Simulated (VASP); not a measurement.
# SnO (Pmn2_1) in VASP: further runs, part 3 of 3

VASP 6.6.1. Earlier steps stand in the parts before.

## 5. Single point, r2SCAN

This run uses another cell than the first one, of 21.30 Å³/atom.

File POSCAR:

```
SnO
1.0
    3.4208061173      0.0000000000      0.0000000000
    0.0000000000      5.7853891942      0.0000000000
    0.0000000000      0.0000000000      4.3047747479
Sn O
2 2
Direct
    0.5000000000      0.7680910000      0.0131440000
    0.0000000000      0.2319090000      0.5131440000
    0.5000000000      0.1087500000      0.2368570000
    0.0000000000      0.8912500000      0.7368570000
```

File INCAR.step1:

```
PREC = Accurate
ENCUT = 520
ISMEAR = -1
SIGMA = 0.05
LREAL = F
LASPH = T
NELM = 60
NBANDS = 28
GGA = PE
ALGO = Normal
EDIFF = 1E-4
LWAVE = T
LCHARG = F
```

File INCAR.step2:

```
PREC = Accurate
ENCUT = 520
EDIFF = 1E-7
ISMEAR = -1
SIGMA = 0.05
LREAL = F
LASPH = T
NELM = 60
ALGO = Normal
ISIF = 2
LWAVE = F
LCHARG = T
METAGGA = R2SCAN
LMIXTAU = T
LELF = T
LVHAR = T
NBANDS = 28
ISTART = 1
```

File KPOINTS:

```
regular mesh
0
Gamma
  8 5 6
```

Potentials or basis: VASP PAW PBE potentials, release 64 (Sn_d, O).

Started as:

```
$ cat potpaw_PBE.64/Sn_d/POTCAR potpaw_PBE.64/O/POTCAR > POTCAR
$ cp INCAR.step1 INCAR
$ mpirun -np 1 vasp_std > vasp.out
$ cp INCAR.step2 INCAR
$ mpirun -np 1 vasp_std > vasp.out
```

OUTCAR:

```text
PREC = Accurate
   ENCUT = 520
   EDIFF = 1E-7
   ISMEAR = -1
   LREAL = F
   LASPH = T
   NELM = 60
   ISIF = 2
   METAGGA = R2SCAN
   ISTART = 1

 ion  position               nearest neighbor table
   1  0.500  0.768  0.013-   3 2.19   4 2.20   4 2.20
   2  0.000  0.232  0.513-   4 2.19   3 2.20   3 2.20
   3  0.500  0.109  0.237-   1 2.19   2 2.20   2 2.20
   4  0.000  0.891  0.737-   2 2.19   1 2.20   1 2.20

  LATTYP: Found a simple orthorhombic cell.
 ALAT       =     3.4208061173
 B/A-ratio  =     1.2584094510
 C/A-ratio  =     1.6912356315

  Lattice vectors:

 A1 = (  -3.4208061173,   0.0000000000,   0.0000000000)
 A2 = (   0.0000000000,   0.0000000000,   4.3047747479)
 A3 = (   0.0000000000,   5.7853891942,   0.0000000000)

Analysis of symmetry for initial positions (statically):
=====================================================================
 Subroutine PRICEL returns:
 Original cell was already a primitive cell.

 Routine SETGRP: Setting up the symmetry group for a
 simple orthorhombic supercell.

 Subroutine GETGRP returns: Found  4 space group operations
[... 165 lines left out ...]
  ext. energy  EPLUGINS =         0.00000000
  ---------------------------------------------------
  free energy    TOTEN  =       -66.42286185 eV

  energy without entropy =      -66.42286185  energy(sigma->0) =      -66.42286185

 E-fermi :   4.8898     XC(G=0):  -9.8362

 val. band max:        3.9601023662   @ k =   0.0000   0.0000   0.0000
 cond. band min:       5.8247285579   @ k =   0.3750   0.4000   0.0000
 fundamental gap:      1.8646261917
 Fermi energy:         4.8898210573

 k-point     1 :       0.0000    0.0000    0.0000
  band No.  band energies     occupation
      1     -17.7620      2.00000
      2     -17.4558      2.00000
      3     -17.3732      2.00000
      4     -17.3665      2.00000
      5     -17.3431      2.00000
      6     -17.2988      2.00000
[... 733 lines left out ...]
     27      13.4290      0.00000
     28      14.4629      0.00000

 [... further k-points ...]
[... 5 lines left out ...]
  --------------------------------------------------------------------------------------
  -------------------------------------------------------------------------------------
  Total       -4.1241454     -3.2649961     -2.9041187      0.0000000      0.0000000      0.0000000
  in kB      -77.5591575    -61.4018945    -54.6151928      0.0000000      0.0000000      0.0000000
  external PRESSURE =     -64.5254149 kB  Pullay stress =       0.0000000 kB

 VOLUME and BASIS-vectors are now :
 -----------------------------------------------------------------------------
  energy-cutoff  :      520.00
  volume of cell :       85.19
      direct lattice vectors                 reciprocal lattice vectors
     3.420806117  0.000000000  0.000000000     0.292328757  0.000000000  0.000000000
     0.000000000  5.785389194  0.000000000     0.000000000  0.172849218  0.000000000
     0.000000000  0.000000000  4.304774748     0.000000000  0.000000000  0.232300192

 POSITION                                       TOTAL-FORCE (eV/Angst)
 -----------------------------------------------------------------------------------
      1.71040      4.44371      0.05658         0.000000      1.197211     -0.375059
      0.00000      1.34168      2.20897         0.000000     -1.197211     -0.375059
      1.71040      0.62916      1.01962         0.000000     -0.230962      0.375059
      0.00000      5.15623      3.17200         0.000000      0.230962      0.375059
 -----------------------------------------------------------------------------------
    total drift:                                0.000000      0.000000      0.005456

  FREE ENERGIE OF THE ION-ELECTRON SYSTEM (eV)
  ---------------------------------------------------
  free  energy   TOTEN  =       -66.4228618487 eV

  energy  without entropy=      -66.4228618483  energy(sigma->0) =      -66.42286185
```

OUTCAR.step1:

```text
PREC = Accurate
   ENCUT = 520
   ISMEAR = -1
   LREAL = F
   LASPH = T
[... 975 lines left out ...]
      1.71040      4.44371      0.05658         0.000000      0.751697     -0.225416
      0.00000      1.34168      2.20897         0.000000     -0.751697     -0.225416
      1.71040      0.62916      1.01962         0.000000     -0.103025      0.225416
      0.00000      5.15623      3.17200         0.000000      0.103025      0.225416
 -----------------------------------------------------------------------------------
    total drift:                                0.000000      0.000000      0.001505

  FREE ENERGIE OF THE ION-ELECTRON SYSTEM (eV)
  ---------------------------------------------------
  free  energy   TOTEN  =       -22.4006274858 eV

  energy  without entropy=      -22.4006274779  energy(sigma->0) =      -22.40062748
```

OSZICAR.step1:

```text
N       E                     dE             d eps       ncg     rms          rms(c)
DAV:   1     0.429363763379E+03    0.42936E+03   -0.20207E+04  3444   0.204E+03
DAV:   2     0.426945144849E+02   -0.38667E+03   -0.37084E+03  3508   0.526E+02
DAV:   3    -0.231433364047E+02   -0.65838E+02   -0.64632E+02  3868   0.186E+02
DAV:   4    -0.264572828418E+02   -0.33139E+01   -0.32973E+01  3888   0.454E+01
DAV:   5    -0.265379351231E+02   -0.80652E-01   -0.80641E-01  3720   0.764E+00    0.120E+01
DAV:   6    -0.225518229282E+02    0.39861E+01   -0.19452E+01  5440   0.494E+01    0.568E+00
DAV:   7    -0.224353534556E+02    0.11647E+00   -0.26017E+00  3896   0.950E+00    0.262E+00
DAV:   8    -0.224083115431E+02    0.27042E-01   -0.36449E-01  3852   0.388E+00    0.808E-01
DAV:   9    -0.223994213912E+02    0.88902E-02   -0.47449E-02  5372   0.202E+00    0.262E-01
DAV:  10    -0.224014976732E+02   -0.20763E-02   -0.10735E-02  4408   0.903E-01    0.199E-01
DAV:  11    -0.224005803831E+02    0.91729E-03   -0.34820E-03  5112   0.505E-01    0.214E-02
DAV:  12    -0.224006274858E+02   -0.47103E-04   -0.39101E-04  3508   0.132E-01
   1 F= -.22400627E+02 E0= -.22400627E+02  d E =-.787567E-08
```

Wall time 4.5 min (1 thread of Intel Xeon 6975P-C (Granite Rapids), shared host); peak memory 0.28 GiB.

Results:

```yaml
Free_energy: -66.4229 eV
Pressure: -6.5 GPa
Largest_force: 1.255 eV/Å
Band_gap_on_the_k_mesh: 1.86 eV (least direct gap 2.47 eV)
```

Forces in eV/Å, atoms in the order of the input:
```
Sn   0.000  1.197 -0.375
Sn   0.000 -1.197 -0.375
O    0.000 -0.231  0.375
O    0.000  0.231  0.375
```

Caveat: the cell stands under tension; the PAW data sets were made with another functional, which shifts forces and pressure a little; spin-orbit coupling is left out, which moves the levels of the heavy elements. A k mesh can miss the band edges.

## 6. Single point, LDA

File INCAR:

```
SYSTEM = SnO
ALGO = Normal ; EDIFF = 1E-7
ENCUT = 520 ; ISIF = 2
ISMEAR = -1 ; LASPH = .True.
LCHARG = .True. ; LELF = .True.
LREAL = .False. ; LVHAR = .True.
LWAVE = .False. ; NBANDS = 28
NELM = 60 ; PREC = Accurate
SIGMA = 0.05
```

File KPOINTS:

```
k-points
0
Gamma
  8 5 6
  0 0 0
```

File POSCAR:

```
SnO
1.0
    3.2865162927      0.0000000000      0.0000000000
    0.0000000000      5.5582734578      0.0000000000
    0.0000000000      0.0000000000      4.1357831634
Sn O
2 2
Direct
    0.5000000000      0.7680910000      0.0131440000
    0.0000000000      0.2319090000      0.5131440000
    0.5000000000      0.1087500000      0.2368570000
    0.0000000000      0.8912500000      0.7368570000
```

Potentials or basis: VASP PAW LDA potentials, release 64 (Sn_d, O).

Started as:

```
$ cat potpaw_LDA.64/Sn_d/POTCAR potpaw_LDA.64/O/POTCAR > POTCAR
$ mpirun -np 1 vasp_std > vasp.out
```

Wall time 49 s (1 thread of AMD EPYC 9R45 (Zen 5), shared host); peak memory 0.19 GiB.

It converged, with:

```yaml
Free_energy: -25.2664 eV
Pressure: -0.4 GPa
Largest_force: 0.251 eV/Å
Band_gap_on_the_k_mesh: 1.36 eV (least direct gap 1.93 eV)
```

Forces on the atoms (eV/Å):
```
Sn   0.000 -0.238  0.078
Sn   0.000  0.238  0.078
O    0.000 -0.119 -0.078
O    0.000  0.119 -0.078
```

Stress tensor (GPa, compression positive):
```
-0.65  0.00  0.00
 0.00  0.21  0.00
 0.00  0.00 -0.76
```

Levels at points of the mesh, in eV from the valence-band top:
| k point | band 16 | band 17 | band 18 | band 19 | band 20 | band 21 | band 22 | band 23 | band 24 | band 25 |
| --- | --- | --- | --- | --- | --- | --- | --- | --- | --- | --- |
| (0.00, 0.00, 0.00) | -4.23 | -3.94 | -2.95 | -2.36 | -0.01 | 2.60 | 3.22 | 5.87 | 6.03 | 8.31 |
| (0.50, 0.00, 0.00) | -4.89 | -2.95 | -2.95 | -1.31 | -1.31 | 2.55 | 2.55 | 5.66 | 5.66 | 6.74 |
| (0.00, 0.00, 0.50) | -3.77 | -3.55 | -3.55 | -1.85 | -1.85 | 2.66 | 2.66 | 5.31 | 5.31 | 8.20 |
| (0.50, 0.00, 0.50) | -4.49 | -3.44 | -3.44 | -1.13 | -1.13 | 2.02 | 2.02 | 4.58 | 4.58 | 7.06 |

Caveat: spin-orbit coupling is left out, which moves the levels of the heavy elements. A k mesh can miss the band edges.

## 7. Summary

```tsv
level	potentials or basis	cell	gap on the mesh (eV)	pressure (GPa)	largest force (eV/Å)
PBEsol	VASP PAW PBE potentials, release 64 (Sn_d, O)	a = 3.287, b = 5.558, c = 4.136 Å, 4 atoms	1.33	2.1	0.57
PBEsol	VASP PAW PBE potentials, release 64 (Sn_d, O)	a = 3.310, b = 5.597, c = 4.165 Å, 4 atoms	1.37	0.3	0.24
r2SCAN	VASP PAW PBE potentials, release 64 (Sn_d, O)	a = 3.399, b = 5.749, c = 4.278 Å, 4 atoms	1.84	-5.3	1.03
r2SCAN	VASP PAW PBE potentials, release 64 (Sn_d, O)	a = 3.421, b = 5.785, c = 4.305 Å, 4 atoms	1.86	-6.5	1.25
LDA	VASP PAW LDA potentials, release 64 (Sn_d, O)	a = 3.287, b = 5.558, c = 4.136 Å, 4 atoms	1.36	-0.4	0.25
```

Alike in all rows: task single point; no spin polarisation; k mesh 8 × 5 × 6; cutoff (eV) 520; smearing fermi-dirac 0.05 eV.

Caveats: spin-orbit coupling is left out, which moves the levels of the heavy elements; the PAW data sets were made with another functional, which shifts forces and pressure a little (at least some runs); the cell stands under tension (at least some runs).

Absolute energies hang on the potentials; compare differences alone.
